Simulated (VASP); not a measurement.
# GaN (Immm) in VASP: further runs

Aim: see how the results for GaN move with the level of theory and the settings. Levels: PBE, r2SCAN. Tasks: single point.

Program: VASP 6.6.1. These are calculated values, not measurements. Logs are shortened: lines on timing, memory, paths and dates and some standing lists are left out, and cuts for length are marked.

### Step 1. The cell of the first run

The structure is orthorhombic, space group Immm (No. 71). The conventional cell has a = 2.952 Å, b = 3.012 Å, c = 4.217 Å, α = 90.00°, β = 90.00°, γ = 90.00°. Ga (site symmetry mmm) has 6 N at 2.11 Å within 2.8 Å. Within 2.8 Å of N (site symmetry mmm) lie 6 Ga at 2.11 Å.

### Step 2. Single point, PBE (shear xy strain -2.0%)

INCAR

```
PREC     = Accurate       # precision mode
ENCUT    = 520            # plane-wave cutoff, eV
EDIFF    = 1E-7           # SCF threshold, eV
ISMEAR   = -1             # smearing method
SIGMA    = 0.02           # smearing width, eV
LREAL    = False          # projectors in reciprocal space
LASPH    = True           # aspherical terms in the spheres
NELM     = 60             # most SCF steps
ALGO     = Normal         # electronic algorithm
ISIF     = 2              # what is computed and relaxed
LWAVE    = False          # write WAVECAR
LCHARG   = False          # write CHGCAR
GGA      = PE             # functional
NBANDS   = 16             # bands
```

KPOINTS

```
regular mesh
0
Gamma
  10 10 10
```

POSCAR

```
GaN
1.0
   -0.0212960052      2.1085153689      2.1085153689
    2.1085153689     -0.0212960052      2.1085153689
    2.0872193637      2.0872193637      0.0000000000
Ga N
1 1
Direct
    0.5000000000      0.5000000000      0.5000000000
    0.0000000000      0.0000000000      0.0000000000
```

Potentials or basis: VASP PAW PBE potentials, release 64 (Ga_d, N).

Command:

```console
$ cat potpaw_PBE.64/Ga_d/POTCAR potpaw_PBE.64/N/POTCAR > POTCAR
$ mpirun -np 1 vasp_std > vasp.out
```

OUTCAR:

```text
PREC = Accurate
   ENCUT = 520
   EDIFF = 1E-7
   ISMEAR = -1
   LREAL = False
   LASPH = True
   NELM = 60
   ISIF = 2
   GGA = PE

 ion  position               nearest neighbor table
   1  0.500  0.500  0.500-   2 2.11   2 2.11   2 2.11   2 2.11   2 2.11   2 2.11
   2  0.000  0.000  0.000-   1 2.11   1 2.11   1 2.11   1 2.11   1 2.11   1 2.11

  LATTYP: Found a body centered orthorhombic cell.
 ALAT       =     2.9517739318
 B/A-ratio  =     1.0204061016
 C/A-ratio  =     1.4286428552

  Lattice vectors:

 A1 = (   0.0212960052,  -2.1085153689,  -2.1085153689)
 A2 = (  -0.0212960052,   2.1085153689,  -2.1085153689)
 A3 = (   2.1085153689,  -0.0212960052,   2.1085153689)

Analysis of symmetry for initial positions (statically):
=====================================================================
 Subroutine PRICEL returns:
 Original cell was already a primitive cell.

 Routine SETGRP: Setting up the symmetry group for a
 body centered orthorhombic supercell.

 Subroutine GETGRP returns: Found  8 space group operations
 (whereof  8 operations were pure point group operations)
 out of a pool of  8 trial point group operations.

The static configuration has the point symmetry D_2h.

Analysis of symmetry for dynamics (positions and initial velocities):
=====================================================================
 Subroutine PRICEL returns:
 Original cell was already a primitive cell.

 Routine SETGRP: Setting up the symmetry group for a
 body centered orthorhombic supercell.

 Subroutine GETGRP returns: Found  8 space group operations
 (whereof  8 operations were pure point group operations)
 out of a pool of  8 trial point group operations.

The dynamic configuration has the point symmetry D_2h.

 Subroutine INISYM returns: Found  8 space group operations
 (whereof  8 operations are pure point group operations),
 and found     1 'primitive' translations

----------------------------------------------------------------------------------------

                                     Primitive cell

  volume of cell :      18.7463

  direct lattice vectors                    reciprocal lattice vectors
    -0.021296005  2.108515369  2.108515369    -0.234762574  0.234762574  0.237133676
     2.108515369 -0.021296005  2.108515369     0.234762574 -0.234762574  0.237133676
     2.087219364  2.087219364  0.000000000     0.239553163  0.239553163 -0.237133676
[... 82 lines left out ...]
   ENCUT  =  520.0 eV  38.22 Ry    6.18 a.u.   5.54  5.54  5.49*2*pi/ulx,y,z
   NELM   =     60;   NELMIN=  2; NELMDL= -5     # of ELM steps
   EDIFF  = 0.1E-06   stopping-criterion for ELM
   LREAL  =      F    real-space projection
   EDIFFG = 0.1E-05   stopping-criterion for IOM
   NSW    =      0    number of steps for IOM
   IBRION =     -1    ionic relax: 0-MD 1-quasi-New 2-CG
   NFREE  =      0    steps in history (QN), initial steepest desc. (CG)
   ISIF   =      2    stress and relaxation
   ISYM   =      2    0-nonsym 1-usesym 2-fastsym
   POTIM  = 0.5000    time-step for ionic-motion
   TEBEG  =    0.0;   TEEND  =   0.0 temperature during run
   PSTRESS=    0.0 pullay stress
   NELECT =      18.0000    total number of electrons
   NUPDOWN=      -1.0000    fix difference up-down
   EMIN   =  10.00;   EMAX   =-10.00  energy-range for DOS
   EFERMI =   0.00;   METHOD = LEGACY
   ISMEAR =    -1;   SIGMA  =   0.02  broadening in eV -4-tet -1-fermi 0-gaus
   EFERMI_NEDOS =   21; number of points for ismear=-14 and -15
   IALGO  =     38    algorithm
   IMIX   =      4    mixing-type and parameters
     AMIX     =   0.40;   BMIX     =  1.00
     AMIX_MAG =   1.60;   BMIX_MAG =  1.00
  volume/ion in A,a.u.               =       9.37        63.25
  Fermi-wavevector in a.u.,A,eV,Ry     =   1.615079  3.052056 35.490510  2.608479
  Thomas-Fermi vector in A             =   2.709884
   LORBIT       =      0    0 simple, 1 ext, 2 COOP (PROOUT), +10 PAW based schemes
   GGA     = PE    functional components
   LHFCALC =     F    Hartree Fock is set to
   AEXX    =    0.0000 exact exchange contribution
   IVDW    =     0    specifies the selected vdW correction
   LEPSILON=     F    determine dielectric tensor
   LRPA    =     F    only Hartree local field effects (RPA)
 non-spin polarized calculation
  energy-cutoff  :      520.00
  volume of cell :       18.75
 maximum number of plane-waves:       531
 NGX is ok and might be reduce to    24
   NGX = 11   NGY = 11   NGZ = 11

 number of electron      18.0000006 magnetization

 Free energy of the ion-electron system (eV)
  ---------------------------------------------------
  ext. energy  EPLUGINS =         0.00000000
  ---------------------------------------------------
  free energy    TOTEN  =       -11.18000925 eV

  energy without entropy =      -11.18000924  energy(sigma->0) =      -11.18000925

 E-fermi :   8.3337     XC(G=0): -13.1193

 val. band max:        8.0433811573   @ k =  -0.2000   0.2000   0.0000
 cond. band min:       8.6045880616   @ k =   0.5000   0.5000   0.0000
 fundamental gap:      0.5612069042
 Fermi energy:         8.3337102982

 k-point     1 :       0.0000    0.0000    0.0000
  band No.  band energies     occupation
      1      -9.3864      2.00000
      2      -6.0068      2.00000
      3      -6.0067      2.00000
      4      -5.9986      2.00000
      5      -5.9065      2.00000
      6      -5.9039      2.00000
[... 433 lines left out ...]
      3      -5.8655      2.00000
      4      -5.8148      2.00000
      5      -5.7677      2.00000
      6      -4.7753      2.00000
[... 8 lines left out ...]
     15      32.9089      0.00000
     16      34.1606      0.00000

 [... further k-points ...]

------------------------ aborting loop because EDIFF is reached ----------------------------------------

  FORCE on cell =-STRESS in cart. coord.  units (eV):
  Direction    XX          YY          ZZ          XY          YZ          ZX
  --------------------------------------------------------------------------------------
  -------------------------------------------------------------------------------------
  Total        1.0728413      1.0728413      1.0575320      0.5096492      0.0000000     -0.0000000
  in kB       91.6917109     91.6917109     90.3832819     43.5578008      0.0000000     -0.0000000
  external PRESSURE =      91.2555679 kB  Pullay stress =       0.0000000 kB

 VOLUME and BASIS-vectors are now :
 -----------------------------------------------------------------------------
  energy-cutoff  :      520.00
  volume of cell :       18.75
      direct lattice vectors                 reciprocal lattice vectors
    -0.021296005  2.108515369  2.108515369    -0.234762574  0.234762574  0.237133676
     2.108515369 -0.021296005  2.108515369     0.234762574 -0.234762574  0.237133676
     2.087219364  2.087219364  0.000000000     0.239553163  0.239553163 -0.237133676

 POSITION                                       TOTAL-FORCE (eV/Angst)
 -----------------------------------------------------------------------------------
      2.08722      2.08722      2.10852         0.000000      0.000000      0.000000
      0.00000      0.00000      0.00000        -0.000000     -0.000000     -0.000000
 -----------------------------------------------------------------------------------
    total drift:                                0.000000     -0.000000      0.000000

  FREE ENERGIE OF THE ION-ELECTRON SYSTEM (eV)
  ---------------------------------------------------
  free  energy   TOTEN  =       -11.1800092477 eV

  energy  without entropy=      -11.1800092448  energy(sigma->0) =      -11.18000925
```

OSZICAR:

```text
N       E                     dE             d eps       ncg     rms          rms(c)
DAV:   1     0.782227235262E+02    0.78223E+02   -0.88309E+03  5936   0.216E+03
DAV:   2    -0.820332995248E+01   -0.86426E+02   -0.80251E+02  6360   0.336E+02
DAV:   3    -0.129684454200E+02   -0.47651E+01   -0.47474E+01  6176   0.648E+01
DAV:   4    -0.130128861212E+02   -0.44441E-01   -0.44437E-01  6864   0.663E+00
DAV:   5    -0.130133261203E+02   -0.44000E-03   -0.44000E-03  6408   0.610E-01    0.737E+00
DAV:   6    -0.112022882518E+02    0.18110E+01   -0.43387E+00  7968   0.401E+01    0.239E+00
DAV:   7    -0.111948087351E+02    0.74795E-02   -0.23411E-01  6632   0.521E+00    0.157E+00
DAV:   8    -0.111818432210E+02    0.12966E-01   -0.31573E-02  6248   0.216E+00    0.518E-01
DAV:   9    -0.111800161682E+02    0.18271E-02   -0.67850E-03  6696   0.196E+00    0.115E-01
DAV:  10    -0.111800133621E+02    0.28060E-05   -0.59080E-04  6368   0.303E-01    0.187E-02
DAV:  11    -0.111800075816E+02    0.57805E-05   -0.44821E-05  6832   0.720E-02    0.113E-02
DAV:  12    -0.111800093168E+02   -0.17352E-05   -0.25072E-06  6632   0.286E-02    0.344E-03
DAV:  13    -0.111800092477E+02    0.69108E-07   -0.20497E-07  6072   0.436E-03
   1 F= -.11180009E+02 E0= -.11180009E+02  d E =-.293023E-08
```

Wall time 34 s (1 thread of Intel Xeon 8259CL, shared host); peak memory 0.18 GiB.

What came out:

* Free energy: -11.1800 eV
* Pressure: 9.1 GPa
* Band gap on the k mesh: 0.56 eV (least direct gap 2.69 eV)

Stress tensor (GPa, compression positive):
```
9.17 4.36 0.00
4.36 9.17 0.00
0.00 0.00 9.04
```

Levels at points of the mesh, in eV from the valence-band top:
```csv
k point,band 5,band 6,band 7,band 8,band 9,band 10,band 11,band 12,band 13,band 14
"(0.00, 0.00, 0.00)",-13.95,-13.95,-0.71,-0.58,-0.44,2.25,14.40,14.72,15.02,15.70
"(0.50, 0.00, 0.00)",-13.82,-13.82,-8.43,-0.22,-0.14,4.78,9.16,9.30,9.42,16.46
"(0.50, 0.50, 0.00)",-13.75,-11.03,-7.23,-3.32,-2.93,0.56,7.80,11.93,14.46,14.62
"(0.00, 0.00, 0.50)",-13.81,-13.81,-8.26,-0.31,-0.24,4.54,8.87,9.02,9.45,16.28
"(0.50, 0.00, 0.50)",-13.76,-11.03,-7.23,-3.12,-3.12,0.58,7.78,11.91,14.53,14.55
```

Caveat: the cell differs from its parent crystal (shear xy strain -2.0%); the cell stands under pressure. A k mesh can miss the band edges.

[end of part 1 of 2]
